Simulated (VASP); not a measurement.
# SiC (Cm) in VASP: further runs, part 2 of 2

VASP 6.6.1. Earlier steps stand in the parts before.

### 3 Single point, r2SCAN

POSCAR

```
SiC
1.0
    3.0751950059      0.0000000000      0.0000000000
   -1.5375975029      2.6631969967      0.0000000000
    0.0000000000      0.0000000000      5.0481668544
Si C
2 2
Direct
    0.2005613999      0.6002807000     -0.0201336767
    0.5338947332      0.2669473666      0.4798663233
    0.3333333333      0.6666666667      0.3803971172
    0.6666666667      0.3333333333      0.8803971172
```

INCAR.step1

```
SYSTEM = SiC
PREC = Accurate
ENCUT = 520
ISMEAR = 0
SIGMA = 0.05
LREAL = .FALSE.
LASPH = .TRUE.
NELM = 60
NBANDS = 16
GGA = PE
ALGO = Normal
EDIFF = 1E-4
LWAVE = .TRUE.
LCHARG = .FALSE.
```

INCAR.step2

```
SYSTEM = SiC
PREC = Accurate
ENCUT = 520
EDIFF = 1E-6
ISMEAR = 0
SIGMA = 0.05
LREAL = .FALSE.
LASPH = .TRUE.
NELM = 60
ALGO = Normal
ISIF = 2
LWAVE = .FALSE.
LCHARG = .FALSE.
METAGGA = R2SCAN
LMIXTAU = .TRUE.
NBANDS = 16
ISTART = 1
```

KPOINTS

```
Automatic mesh
0
G
  12 12 6
  0 0 0
```

Potentials or basis: VASP PAW PBE potentials, release 64 (Si, C).

The run is started by

```
cat potpaw_PBE.64/Si/POTCAR potpaw_PBE.64/C/POTCAR > POTCAR
cp INCAR.step1 INCAR
mpirun -np 1 vasp_std > vasp.out
cp INCAR.step2 INCAR
mpirun -np 1 vasp_std > vasp.out
```

Run time: 5.1 min. Hardware: 1 thread of Intel Xeon Platinum 8488C (Sapphire Rapids), shared host; peak memory 0.26 GiB.

Results (log left out):

```yaml
Free_energy: -35.1448 eV
Pressure: 22.5 GPa
Largest_force: 15.736 eV/Å
Band_gap_on_the_k_mesh: 1.50 eV, indirect (least direct gap 3.67 eV)
```

Forces in eV/Å, atoms in the order of the input:
```
Si   12.786   7.382   5.062
Si    4.227   2.440   3.121
C    -4.124  -2.381  -3.072
C   -12.889  -7.442  -5.111
```

Stress tensor (GPa, compression positive):
```
40.83 13.03 17.08
13.03 25.78  9.86
17.08  9.86  0.86
```

Levels at points of the mesh, in eV from the valence-band top:
| k point | band 5 | band 6 | band 7 | band 8 | band 9 | band 10 | band 11 | band 12 |
| --- | --- | --- | --- | --- | --- | --- | --- | --- |
| (0.00, 0.00, 0.00) | -3.36 | -0.97 | -0.73 | 0.00 | 3.70 | 5.32 | 5.77 | 6.24 |
| (0.50, 0.00, 0.00) | -6.05 | -5.16 | -4.00 | -2.53 | 2.11 | 3.97 | 6.55 | 7.29 |
| (0.00, 0.50, 0.00) | -6.18 | -4.27 | -3.94 | -2.17 | 1.50 | 3.16 | 5.60 | 7.67 |
| (0.00, 0.00, 0.50) | -3.54 | -2.84 | -0.86 | -0.46 | 4.67 | 4.80 | 5.57 | 6.22 |
| (0.50, 0.00, 0.50) | -4.85 | -3.13 | -3.08 | -2.87 | 2.33 | 2.83 | 3.93 | 5.25 |
| (0.00, 0.50, 0.50) | -4.41 | -3.86 | -2.58 | -2.30 | 2.34 | 2.48 | 3.77 | 4.57 |

Caveat: the cell differs from its parent crystal (all Si atoms moved +0.375 Å, as atom 1 towards its neighbour atom 4 (C) at 1.883 Å); the PAW data sets were made with another functional, which shifts forces and pressure a little.

### 4 Single point, r2SCAN

POSCAR: that of step 3 with these lines changed.

```diff
@@ -8,4 +8,4 @@
 Direct
-    0.2005613999      0.6002807000     -0.0201336767
-    0.5338947332      0.2669473666      0.4798663233
+    0.4218479556      0.7109239778      0.0210939224
+    0.7551812889      0.3775906445      0.5210939224
     0.3333333333      0.6666666667      0.3803971172
```

INCAR.step1: that of step 3 with these lines changed.

```diff
@@ -7,3 +7,3 @@
 LASPH = .TRUE.
-NELM = 60
+NELM = 100
 NBANDS = 16
```

INCAR.step2: that of step 3 with these lines changed.

```diff
@@ -8,3 +8,3 @@
 LASPH = .TRUE.
-NELM = 60
+NELM = 100
 ALGO = Normal
```

KPOINTS is that of step 3.

Potentials or basis: VASP PAW PBE potentials, release 64 (Si, C).

The run is started by

```
cat potpaw_PBE.64/Si/POTCAR potpaw_PBE.64/C/POTCAR > POTCAR
cp INCAR.step1 INCAR
mpirun -np 1 vasp_std > vasp.out
cp INCAR.step2 INCAR
mpirun -np 1 vasp_std > vasp.out
```

OUTCAR:

```text
SYSTEM = SiC
   PREC = Accurate
   ENCUT = 520
   EDIFF = 1E-6
   ISMEAR = 0
   LREAL = .FALSE.
   LASPH = .TRUE.
   NELM = 100
   ISIF = 2
   METAGGA = R2SCAN
   ISTART = 1

 ion  position               nearest neighbor table
   1  0.422  0.711  0.021-   4 1.81   4 1.81   3 1.83   4 2.13   2 3.09   2 3.09   2 3.09   2 3.09
                             2 3.09   2 3.09
   2  0.755  0.378  0.521-   3 1.70   4 1.83   3 2.03   3 2.03   1 3.09   1 3.09   1 3.09   1 3.09
                             1 3.09   1 3.09
   3  0.333  0.667  0.380-   2 1.70   1 1.83   2 2.03   2 2.03
   4  0.667  0.333  0.880-   1 1.81   1 1.81   2 1.83   1 2.13
[... 659 lines left out ...]
  -------------------------------------------------------------------------------------
  Total        1.8945263      0.8582688      2.1451817      0.8974254     -1.4952281     -2.5898093
  in kB       73.4178344     33.2601524     83.1313824     34.7775728    -57.9439856   -100.3618626
  external PRESSURE =      63.2697898 kB  Pullay stress =       0.0000000 kB

 VOLUME and BASIS-vectors are now :
 -----------------------------------------------------------------------------
  energy-cutoff  :      520.00
  volume of cell :       41.34
      direct lattice vectors                 reciprocal lattice vectors
     3.075195006  0.000000000  0.000000000     0.325182630  0.187744279  0.000000000
    -1.537597503  2.663196997  0.000000000     0.000000000  0.375488558  0.000000000
     0.000000000  0.000000000  5.048166854     0.000000000  0.000000000  0.198091709

 POSITION                                       TOTAL-FORCE (eV/Angst)
 -----------------------------------------------------------------------------------
      0.20415      1.89333      0.10649        -2.370642     -1.368691     -0.816876
      1.74175      1.00560      2.63057        -4.639401     -2.678560     -0.351587
     -0.00000      1.77546      1.92031         4.673906      2.698481      0.318876
      1.53760      0.88773      4.44439         2.336137      1.348770      0.849587
 -----------------------------------------------------------------------------------
    total drift:                               -0.000142     -0.000081     -0.000033

  FREE ENERGIE OF THE ION-ELECTRON SYSTEM (eV)
  ---------------------------------------------------
  free  energy   TOTEN  =       -37.5629184097 eV

  energy  without entropy=      -37.5629184097  energy(sigma->0) =      -37.56291841
```

Run time: 5 min. Hardware: 1 thread of Intel Xeon Platinum 8488C (Sapphire Rapids), shared host; peak memory 0.26 GiB.

Results:

| Quantity | Value |
| --- | --- |
| Free energy | -37.5629 eV |
| Pressure | 6.3 GPa |
| Largest force | 5.406 eV/Å |
| Band gap on the k mesh | 1.39 eV, indirect (least direct gap 3.80 eV) |

Forces in eV/Å, atoms in the order of the input:
```
Si  -2.371 -1.369 -0.817
Si  -4.639 -2.679 -0.352
C    4.674  2.698  0.319
C    2.336  1.349  0.850
```

Levels at points of the mesh, in eV from the valence-band top:
| k point | band 5 | band 6 | band 7 | band 8 | band 9 | band 10 | band 11 | band 12 |
| --- | --- | --- | --- | --- | --- | --- | --- | --- |
| (0.00, 0.00, 0.00) | -2.44 | -1.51 | -0.28 | 0.00 | 4.31 | 5.80 | 6.25 | 6.47 |
| (0.50, 0.00, 0.00) | -6.43 | -4.49 | -4.31 | -1.78 | 2.48 | 3.56 | 6.45 | 6.66 |
| (0.00, 0.50, 0.00) | -6.61 | -4.59 | -3.90 | -1.62 | 2.18 | 3.29 | 6.19 | 6.85 |
| (0.00, 0.00, 0.50) | -2.25 | -2.03 | -0.57 | -0.43 | 5.34 | 5.43 | 6.22 | 6.52 |
| (0.50, 0.00, 0.50) | -3.76 | -3.74 | -3.14 | -2.76 | 2.65 | 2.90 | 4.61 | 5.68 |
| (0.00, 0.50, 0.50) | -4.18 | -3.75 | -2.76 | -2.42 | 2.61 | 2.73 | 4.69 | 5.20 |

Caveat: the cell differs from its parent crystal (all Si atoms moved -0.250 Å, as atom 1 towards its neighbour atom 4 (C) at 1.883 Å); the PAW data sets were made with another functional, which shifts forces and pressure a little.
